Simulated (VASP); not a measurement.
# Bi (Im-3m) in VASP: a series of runs

The runs below take Bi through single point, with PBEsol-based screened hybrid with 25 % exact exchange, HSE06, B3LYP, PBE-based screened hybrid with 25 % exact exchange, PBEsol-based global hybrid with 25 % exact exchange.

Program: VASP 6.6.1. These are calculated values, not measurements. Logs are shortened: lines on timing, memory, paths and dates and some standing lists are left out, and cuts for length are marked.

**1. The cell of the first run**

The structure is cubic, space group Im-3m (No. 229). Conventional cell: a = 3.875 Å, b = 3.875 Å, c = 3.875 Å, α = 90.00°, β = 90.00°, γ = 90.00°. Bi (site symmetry m-3m) has 14 Bi at 3.36 to 3.87 Å within 4.4 Å.

This isn't the form of Bi at room conditions, which is rhombohedral.

**2. Single point, PBEsol-based screened hybrid with 25 % exact exchange**

POSCAR reads:

```
Bi
1.0
   -1.9373121042      1.9373121042      1.9373121042
    1.9373121042     -1.9373121042      1.9373121042
    1.9373121042      1.9373121042     -1.9373121042
Bi
1
Direct
    0.0000000000      0.0000000000      0.0000000000
```

INCAR.step1 reads:

```
PREC = Accurate
ENCUT = 520
EDIFF = 1E-5
ISMEAR = -1
SIGMA = 0.05
LREAL = F
LASPH = T
NELM = 100
ALGO = Normal
ISIF = 2
LWAVE = T
LCHARG = F
GGA = PE
NBANDS = 14
```

INCAR.step2 reads:

```
PREC = Accurate
ENCUT = 520
EDIFF = 1E-7
ISMEAR = -1
SIGMA = 0.05
LREAL = F
LASPH = T
NELM = 100
ALGO = Normal
ISIF = 2
LWAVE = F
LCHARG = F
GGA = PS
LHFCALC = T
AEXX = 0.25
HFSCREEN = 0.207
PRECFOCK = Normal
ISTART = 1
NBANDS = 14
```

KPOINTS reads:

```
Automatic mesh
0
Gamma
  5 5 5
```

Potentials or basis: VASP PAW PBE potentials, release 64 (Bi_d).

On the command line:

```bash
> cat potpaw_PBE.64/Bi_d/POTCAR > POTCAR
> cp INCAR.step1 INCAR
> mpirun -np 1 vasp_std > vasp.out
> cp INCAR.step2 INCAR
> mpirun -np 1 vasp_std > vasp.out
```

OUTCAR:

```text
PREC = Accurate
   ENCUT = 520
   EDIFF = 1E-7
   ISMEAR = -1
   LREAL = F
   LASPH = T
   NELM = 100
   ISIF = 2
   GGA = PS
   LHFCALC = T
   AEXX = 0.25
   HFSCREEN = 0.207
   PRECFOCK = Normal
   ISTART = 1

 ion  position               nearest neighbor table
   1  0.000  0.000  0.000-

  LATTYP: Found a body centered cubic cell.
 ALAT       =     3.8746242084

  Lattice vectors:

 A1 = (  -1.9373121042,   1.9373121042,   1.9373121042)
 A2 = (   1.9373121042,  -1.9373121042,   1.9373121042)
 A3 = (   1.9373121042,   1.9373121042,  -1.9373121042)

Analysis of symmetry for initial positions (statically):
=====================================================================
 Subroutine PRICEL returns:
 Original cell was already a primitive cell.

 Routine SETGRP: Setting up the symmetry group for a
 body centered cubic supercell.

 Subroutine GETGRP returns: Found 48 space group operations
 (whereof 48 operations were pure point group operations)
 out of a pool of 48 trial point group operations.

The static configuration has the point symmetry O_h .

Analysis of symmetry for dynamics (positions and initial velocities):
=====================================================================
 Subroutine PRICEL returns:
 Original cell was already a primitive cell.

 Routine SETGRP: Setting up the symmetry group for a
 body centered cubic supercell.

 Subroutine GETGRP returns: Found 48 space group operations
 (whereof 48 operations were pure point group operations)
 out of a pool of 48 trial point group operations.

The dynamic configuration has the point symmetry O_h .

 Subroutine INISYM returns: Found 48 space group operations
 (whereof 48 operations are pure point group operations),
 and found     1 'primitive' translations

----------------------------------------------------------------------------------------

                                     Primitive cell

  volume of cell :      29.0843

  direct lattice vectors                    reciprocal lattice vectors
    -1.937312104  1.937312104  1.937312104     0.000000000  0.258089545  0.258089545
     1.937312104 -1.937312104  1.937312104     0.258089545  0.000000000  0.258089545
     1.937312104  1.937312104 -1.937312104     0.258089545  0.258089545  0.000000000

  length of vectors
     3.355522995  3.355522995  3.355522995     0.364993735  0.364993735  0.364993735

[... 78 lines left out ...]
   ISMEAR =    -1;   SIGMA  =   0.05  broadening in eV -4-tet -1-fermi 0-gaus
   EFERMI_NEDOS =   21; number of points for ismear=-14 and -15
   IALGO  =     38    algorithm
   IMIX   =      1    mixing-type and parameters
     AMIX     =   0.40;   BMIX     =  1.00
     AMIX_MAG =   1.60;   BMIX_MAG =  1.00
  volume/ion in A,a.u.               =      29.08       196.27
  Fermi-wavevector in a.u.,A,eV,Ry     =   1.312862  2.480949 23.451083  1.723606
  Thomas-Fermi vector in A             =   2.443225
   LORBIT       =      0    0 simple, 1 ext, 2 COOP (PROOUT), +10 PAW based schemes
   GGA     = PS    functional components
   LHFCALC =     T    Hartree Fock is set to
   PRECFOCK=normal    Normal, Fast or Accurate (Low or Medium for compatibility)
   ENCUT4O =  -1.0   cutoff for four orbital integrals eV
   NKREDX  =     1    reduce k-point grid by
   NKREDY  =     1    reduce k-point grid by
   NKREDZ  =     1    reduce k-point grid by
   AEXX    =    0.2500 exact exchange contribution
   HFSCREEN=    0.2070 screening length (either q_TF or 0.3 A-1)
   HFSCREENC=   0.2070 screening length for correlation (either q_TF or 0.3 A-1)
   ENCUTFOCK=  -1.0 apply spherical cutoff to Coloumb kernel
   IVDW    =     0    specifies the selected vdW correction
   LEPSILON=     F    determine dielectric tensor
   LRPA    =     F    only Hartree local field effects (RPA)
 non-spin polarized calculation
  energy-cutoff  :      520.00
  volume of cell :       29.08
 maximum number of plane-waves:       792
 NGX is ok and might be reduce to    28
  NGX = 20; NGY = 20; NGZ = 20

 number of electron      15.0000006 magnetization

 Free energy of the ion-electron system (eV)
  ---------------------------------------------------
  ext. energy  EPLUGINS =         0.00000000
  ---------------------------------------------------
  free energy    TOTEN  =        -4.61895427 eV

  energy without entropy =       -4.59992091  energy(sigma->0) =       -4.60943759

 E-fermi :   8.8564     XC(G=0):  -8.8727

 val. band max:        8.8015757301   @ k =  -0.4000   0.4000   0.2000
 cond. band min:       8.9460189393   @ k =   0.2000   0.2000   0.0000
 fundamental gap:      0.1444432092
 Fermi energy:         8.8563865517

 k-point     1 :       0.0000    0.0000    0.0000
  band No.  band energies     occupation
      1     -16.6480      2.00000
      2     -16.6480      2.00000
      3     -16.6480      2.00000
      4     -16.4753      2.00000
      5     -16.4753      2.00000
      6      -6.9436      2.00000
      7      14.8632      0.00000
      8      14.8632      0.00000
      9      14.8632      0.00000
     10      19.4624      0.00000
     11      19.9062      0.00000
     12      19.9062      0.00000
     13      19.9062      0.00000
     14      21.4729      0.00000
[... 139 lines left out ...]
      1     -16.6503      2.00000
      2     -16.6328      2.00000
      3     -16.4269      2.00000
      4     -16.4269      2.00000
      5     -16.4198      2.00000
      6      -1.1077      2.00000
      7       6.0632      2.00000
      8       6.8249      2.00000
      9       6.8249      2.00000
     10      12.6885      0.00000
     11      14.6846      0.00000
     12      24.5244      0.00000
     13      25.9142      0.00000
     14      25.9142      0.00000

------------------------ aborting loop because EDIFF is reached ----------------------------------------

  FORCE on cell =-STRESS in cart. coord.  units (eV):
  Direction    XX          YY          ZZ          XY          YZ          ZX
  --------------------------------------------------------------------------------------
  -------------------------------------------------------------------------------------
  Total        0.0047408      0.0047408      0.0047408      0.0000000      0.0000000      0.0000000
  in kB        0.2611582      0.2611582      0.2611582      0.0000000      0.0000000      0.0000000
  external PRESSURE =       0.2611582 kB  Pullay stress =       0.0000000 kB

 VOLUME and BASIS-vectors are now :
 -----------------------------------------------------------------------------
  energy-cutoff  :      520.00
  volume of cell :       29.08
      direct lattice vectors                 reciprocal lattice vectors
    -1.937312104  1.937312104  1.937312104     0.000000000  0.258089545  0.258089545
     1.937312104 -1.937312104  1.937312104     0.258089545  0.000000000  0.258089545
     1.937312104  1.937312104 -1.937312104     0.258089545  0.258089545  0.000000000

 POSITION                                       TOTAL-FORCE (eV/Angst)
 -----------------------------------------------------------------------------------
      0.00000      0.00000      0.00000        -0.000000     -0.000000     -0.000000
 -----------------------------------------------------------------------------------
    total drift:                               -0.000000     -0.000000      0.000001

  FREE ENERGIE OF THE ION-ELECTRON SYSTEM (eV)
  ---------------------------------------------------
  free  energy   TOTEN  =        -4.6189542654 eV

  energy  without entropy=       -4.5999209062  energy(sigma->0) =       -4.60943759
```

It took 5.6 min on 1 thread of AMD EPYC 9R45 (Zen 5), shared host; peak memory 0.23 GiB.

What came out:

| Property | Result |
| --- | --- |
| Free energy | -4.6190 eV |
| Pressure | 0.0 GPa |
| Band gap on the k mesh | zero (an odd number of electrons rules out a gap without spin polarisation) |

Caveat: the k points lie up to 0.46 Å⁻¹ apart, too coarse for converged energies and pressures of a metal; the PAW data sets were made with another functional, which shifts forces and pressure a little; spin-orbit coupling is left out, which moves the levels of the heavy elements.

**3. Single point, HSE06**

This run uses another cell than the first one, of 31.12 Å³/atom.

POSCAR reads:

```
Bi
1.0
   -1.9814305318      1.9814305318      1.9814305318
    1.9814305318     -1.9814305318      1.9814305318
    1.9814305318      1.9814305318     -1.9814305318
Bi
1
Direct
    0.0000000000      0.0000000000      0.0000000000
```

INCAR.step1 reads:

```
  ALGO = Normal
  EDIFF = 1E-5
  ENCUT = 520
  GGA = PE
  ISIF = 2
  ISMEAR = -1
  LASPH = T
  LCHARG = F
  LREAL = F
  LWAVE = T
  NBANDS = 14
  NELM = 60
  PREC = Accurate
  SIGMA = 0.05
```

INCAR.step2 reads:

```
  ALGO = Normal
  EDIFF = 1E-7
  ENCUT = 520
  GGA = PE
  HFSCREEN = 0.2079
  ISIF = 2
  ISMEAR = -1
  ISTART = 1
  LASPH = T
  LCHARG = F
  LHFCALC = T
  LREAL = F
  LWAVE = F
  NBANDS = 14
  NELM = 60
  PREC = Accurate
  PRECFOCK = Normal
  SIGMA = 0.05
```

KPOINTS reads:

```
k-points
0
Gamma
  5 5 5
```

Potentials or basis: VASP PAW PBE potentials, release 64 (Bi_d).

On the command line:

```bash
> cat potpaw_PBE.64/Bi_d/POTCAR > POTCAR
> cp INCAR.step1 INCAR
> mpirun -np 1 vasp_std > vasp.out
> cp INCAR.step2 INCAR
> mpirun -np 1 vasp_std > vasp.out
```

Run time: 5.4 min. Hardware: 1 thread of AMD EPYC 9R45 (Zen 5), shared host; peak memory 0.23 GiB.

It converged, with:

- Free energy: -4.2920 eV
- Pressure: -1.2 GPa
- Band gap on the k mesh: zero (an odd number of electrons rules out a gap without spin polarisation)

Levels at points of the mesh, in eV from the Fermi level:
```csv
k point,band 3,band 4,band 5,band 6,band 7,band 8,band 9,band 10,band 11,band 12
"(0.00, 0.00, 0.00)",-25.49,-25.35,-25.35,-15.24,5.48,5.48,5.48,9.62,11.00,11.00
```

Caveat: the k points lie up to 0.45 Å⁻¹ apart, too coarse for converged energies and pressures of a metal; the PAW data sets were made with another functional, which shifts forces and pressure a little; spin-orbit coupling is left out, which moves the levels of the heavy elements.

**4. Single point, B3LYP**

This run uses another cell than the first one, of 31.12 Å³/atom.

POSCAR is that of step 3.

INCAR.step1 reads:

```
SYSTEM = Bi
ALGO     = Normal         ! electronic algorithm
EDIFF    = 1E-5           ! SCF threshold, eV
ENCUT    = 520            ! plane-wave cutoff, eV
GGA      = PE             ! functional
ISIF     = 2              ! what is computed and relaxed
ISMEAR   = -1             ! smearing method
LASPH    = .TRUE.         ! aspherical terms in the spheres
LCHARG   = .FALSE.        ! write CHGCAR
LREAL    = .FALSE.        ! projectors in reciprocal space
LWAVE    = .TRUE.         ! write WAVECAR
NBANDS   = 14             ! bands
NELM     = 100            ! most SCF steps
PREC     = Accurate       ! precision mode
SIGMA    = 0.05           ! smearing width, eV
```

INCAR.step2 reads:

```
SYSTEM = Bi
AEXX     = 0.2            ! exact-exchange fraction
AGGAC    = 0.81         
AGGAX    = 0.72         
ALDAC    = 0.19         
ALGO     = Normal         ! electronic algorithm
EDIFF    = 1E-6           ! SCF threshold, eV
ENCUT    = 520            ! plane-wave cutoff, eV
GGA      = B3             ! functional
ISIF     = 2              ! what is computed and relaxed
ISMEAR   = -1             ! smearing method
ISTART   = 1            
LASPH    = .TRUE.         ! aspherical terms in the spheres
LCHARG   = .FALSE.        ! write CHGCAR
LHFCALC  = .TRUE.         ! exact exchange
LREAL    = .FALSE.        ! projectors in reciprocal space
LWAVE    = .FALSE.        ! write WAVECAR
NBANDS   = 14             ! bands
NELM     = 100            ! most SCF steps
PREC     = Accurate       ! precision mode
PRECFOCK = Normal       
SIGMA    = 0.05           ! smearing width, eV
```

KPOINTS reads:

```
k-points
0
G
  5 5 5
  0 0 0
```

On the command line:

```bash
> cat potpaw_PBE.64/Bi_d/POTCAR > POTCAR
> cp INCAR.step1 INCAR
> mpirun -np 1 vasp_std > vasp.out
> cp INCAR.step2 INCAR
> mpirun -np 1 vasp_std > vasp.out
```

Run time: 8.2 min. Hardware: 1 thread of AMD EPYC 9R45 (Zen 5), shared host; peak memory 0.13 GiB.

Results (log left out):

```yaml
Free_energy: -3.8716 eV
Pressure: 1.9 GPa
Band_gap_on_the_k_mesh: zero (an odd number of electrons rules out a gap without spin polarisation)
```

Levels at points of the mesh, in eV from the Fermi level:
| k point | band 4 | band 5 | band 6 | band 7 | band 8 | band 9 | band 10 | band 11 |
| --- | --- | --- | --- | --- | --- | --- | --- | --- |
| (0.00, 0.00, 0.00) | -25.01 | -25.01 | -15.13 | 5.71 | 5.71 | 5.71 | 10.37 | 11.61 |

Caveat: the k points lie up to 0.45 Å⁻¹ apart, too coarse for converged energies and pressures of a metal; the PAW data sets were made with another functional, which shifts forces and pressure a little; spin-orbit coupling is left out, which moves the levels of the heavy elements.

**5. Single point, PBE-based screened hybrid with 25 % exact exchange**

This run uses another cell than the first one, of 31.12 Å³/atom.

POSCAR is that of step 4.

INCAR.step1 reads:

```
SYSTEM = Bi
PREC = Accurate
ENCUT = 520
EDIFF = 1E-5
ISMEAR = -1
SIGMA = 0.05
LREAL = .False.
LASPH = .True.
NELM = 100
ALGO = Normal
ISIF = 2
LWAVE = .True.
LCHARG = .False.
NBANDS = 14
GGA = PE
```

INCAR.step2 reads:

```
SYSTEM = Bi
PREC = Accurate
ENCUT = 520
EDIFF = 1E-6
ISMEAR = -1
SIGMA = 0.05
LREAL = .False.
LASPH = .True.
NELM = 100
ALGO = Normal
ISIF = 2
LWAVE = .False.
LCHARG = .False.
GGA = PE
LHFCALC = .True.
AEXX = 0.25
HFSCREEN = 0.3
PRECFOCK = Normal
NBANDS = 14
ISTART = 1
```

KPOINTS reads:

```
regular mesh
0
Gamma
  5 5 5
  0 0 0
```

On the command line:

```bash
> cat potpaw_PBE.64/Bi_d/POTCAR > POTCAR
> cp INCAR.step1 INCAR
> mpirun -np 1 vasp_std > vasp.out
> cp INCAR.step2 INCAR
> mpirun -np 1 vasp_std > vasp.out
```

Run time: 4 min. Hardware: 1 thread of AMD EPYC 9R45 (Zen 5), shared host; peak memory 0.23 GiB.

It converged, with:

```yaml
Free_energy: -4.1461 eV
Pressure: -0.9 GPa
Band_gap_on_the_k_mesh: zero (an odd number of electrons rules out a gap without spin polarisation)
```

Levels at points of the mesh, in eV from the Fermi level:
```csv
k point,band 4,band 5,band 6,band 7,band 8,band 9,band 10,band 11
"(0.00, 0.00, 0.00)",-25.17,-25.17,-15.04,5.34,5.34,5.34,9.50,10.86
```

Caveat: the k points lie up to 0.45 Å⁻¹ apart, too coarse for converged energies and pressures of a metal; the PAW data sets were made with another functional, which shifts forces and pressure a little; spin-orbit coupling is left out, which moves the levels of the heavy elements.

**6. Single point, PBEsol-based global hybrid with 25 % exact exchange**

POSCAR reads:

```
Bi
1.0
   -1.9360231037      1.9360231037      1.9360231037
    1.9360231037     -1.9360231037      1.9360231037
    1.9360231037      1.9360231037     -1.9360231037
Bi
1
Direct
    0.0000000000      0.0000000000      0.0000000000
```

INCAR.step1 reads:

```
SYSTEM = Bi
PREC = Accurate ; ENCUT = 520
EDIFF = 1E-5 ; ISMEAR = -1
SIGMA = 0.05 ; LREAL = .FALSE.
LASPH = .TRUE. ; NELM = 60
ALGO = Normal ; ISIF = 2
LWAVE = .TRUE. ; LCHARG = .FALSE.
GGA = PE ; NBANDS = 14
```

INCAR.step2 reads:

```
SYSTEM = Bi
PREC = Accurate ; ENCUT = 520
EDIFF = 1E-7 ; ISMEAR = -1
SIGMA = 0.05 ; LREAL = .FALSE.
LASPH = .TRUE. ; NELM = 60
ALGO = Normal ; ISIF = 2
LWAVE = .FALSE. ; LCHARG = .FALSE.
GGA = PS ; LHFCALC = .TRUE.
AEXX = 0.25 ; PRECFOCK = Normal
ISTART = 1 ; NBANDS = 14
```

KPOINTS reads:

```
Automatic mesh
0
G
  5 5 5
  0 0 0
```

Potentials or basis: VASP PAW PBE potentials, release 64 (Bi_d).

On the command line:

```bash
> cat potpaw_PBE.64/Bi_d/POTCAR > POTCAR
> cp INCAR.step1 INCAR
> mpirun -np 1 vasp_std > vasp.out
> cp INCAR.step2 INCAR
> mpirun -np 1 vasp_std > vasp.out
```

Wall time 8.4 min (1 thread of AMD EPYC 7R13 (Zen 3), shared host); peak memory 0.14 GiB.

It converged, with:

```yaml
Free_energy: -5.1868 eV
Pressure: -0.1 GPa
Band_gap_on_the_k_mesh: zero (an odd number of electrons rules out a gap without spin polarisation)
```

Levels at points of the mesh, in eV from the Fermi level:
| k point | band 5 | band 6 | band 7 | band 8 | band 9 | band 10 |
| --- | --- | --- | --- | --- | --- | --- |
| (0.00, 0.00, 0.00) | -25.53 | -16.04 | 6.64 | 6.64 | 6.64 | 11.23 |

Caveat: the k points lie up to 0.46 Å⁻¹ apart, too coarse for converged energies and pressures of a metal; the PAW data sets were made with another functional, which shifts forces and pressure a little; spin-orbit coupling is left out, which moves the levels of the heavy elements.

**7. The runs side by side**

| level | cell | share of exact exchange | screening parameter | gap on the mesh (eV) | pressure (GPa) |
| --- | --- | --- | --- | --- | --- |
| PBEsol-based screened hybrid with 25 % exact exchange | a = 3.356 Å, angles 109.5°, 1 atom | 0.25 | 0.207 1/Å | none | 0.0 |
| HSE06 | a = 3.432 Å, angles 109.5°, 1 atom | 0.25 | 0.2079 1/Å | none | -1.2 |
| B3LYP | a = 3.432 Å, angles 109.5°, 1 atom | 0.2 | - | none | 1.9 |
| PBE-based screened hybrid with 25 % exact exchange | a = 3.432 Å, angles 109.5°, 1 atom | 0.25 | 0.3 1/Å | none | -0.9 |
| PBEsol-based global hybrid with 25 % exact exchange | a = 3.353 Å, angles 109.5°, 1 atom | 0.25 | - | none | -0.1 |

Alike in all rows: task single point; potentials or basis VASP PAW PBE potentials, release 64 (Bi_d); no spin polarisation; k mesh 5 × 5 × 5; cutoff (eV) 520; smearing fermi-dirac 0.05 eV.

Caveats: all runs use coarse meshes; the PAW data sets were made with another functional, which shifts forces and pressure a little; spin-orbit coupling is left out, which moves the levels of the heavy elements.

Total energies depend on the potentials used, so only differences within one code and one set of settings carry meaning.

The gap in the log of VASP goes by the Fermi energy; the results here count the filled bands.